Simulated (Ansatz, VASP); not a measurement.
## One calculation of C, two programs

The input INCAR:

```
PREC     = Accurate       # precision mode
ENCUT    = 520            # plane-wave cutoff, eV
EDIFF    = 1E-6           # SCF threshold, eV
ISMEAR   = 0              # smearing method
SIGMA    = 0.15           # smearing width, eV
LREAL    = F              # projectors in reciprocal space
LASPH    = T              # aspherical terms in the spheres
NELM     = 80             # most SCF steps
ALGO     = Normal         # electronic algorithm
ISIF     = 2              # what is computed and relaxed
LWAVE    = F              # write WAVECAR
LCHARG   = F              # write CHGCAR
GGA      = PE             # functional
NBANDS   = 16             # bands
```

File KPOINTS:

```
Automatic mesh
0
Gamma
  18 18 6
```

POSCAR

```
C
1.0
    1.2908711330     -2.2855675599      0.0000000000
    1.2908711330      2.2855675599      0.0000000000
    0.0000000000      0.0000000000      8.7070207245
C
4
Direct
    0.0833329406      0.9166670594      0.7503043452
    0.5833329406      0.4166670594      0.2496956548
    0.9166670594      0.0833329406      0.2496956548
    0.4166670594      0.5833329406      0.7503043452
```

Input for Ansatz:

```yaml
crystal:
  lattice:
    - [1.290871133, -2.2855675599, 0.0]
    - [1.290871133, 2.2855675599, 0.0]
    - [0.0, 0.0, 8.7070207245]
  atoms:
    - { symbol: C, position: [0.0833329406, 0.9166670594, 0.7503043452] }
    - { symbol: C, position: [0.5833329406, 0.4166670594, 0.2496956548] }
    - { symbol: C, position: [0.9166670594, 0.0833329406, 0.2496956548] }
    - { symbol: C, position: [0.4166670594, 0.5833329406, 0.7503043452] }
basis:
  ecutwfc: 520.0
kpoints:
  mp_grid: { grid: [18, 18, 6] }
hamiltonian:
  xc: pbe
  pseudopotentials: { kind: paw, azcp: { folder: soft_1 } }
scf:
  occupations: { method: gaussian, width: 0.15 }
output:
  forces: true
  stress: true
  eigenvalues: true
```

Change from the starting cell: normal strain along x +0.0467, normal strain along y +0.0700.

Alike in both runs: task single point; functional PBE; k mesh 18 × 18 × 6; occupations gaussian, width 0.15 eV; no spin polarisation.

```csv
,VASP,Ansatz
version,VASP 6.6.1,Ansatz 0.2.0
potentials or method,"VASP PAW PBE potentials, release 64 (C), cutoff 520 eV","scalar-relativistic, plane waves, PAW"
valence electrons in the cell,16,16
```

```tsv
	VASP	Ansatz	Ansatz less VASP
gap on the k mesh at the Fermi level (eV)	0.08	0.08	0.000
least direct gap on the mesh (eV)	0.08	0.08	0.000
pressure (GPa)	-27.7	-27.9	-0.22
traceless stress, the component that is largest in VASP (GPa)	27.70	27.97	+0.265
rms of the force components (eV/Å)	0.035	0.039	+0.0036
```

Atom by atom the forces differ by 0.004 eV/Å (rms over components).
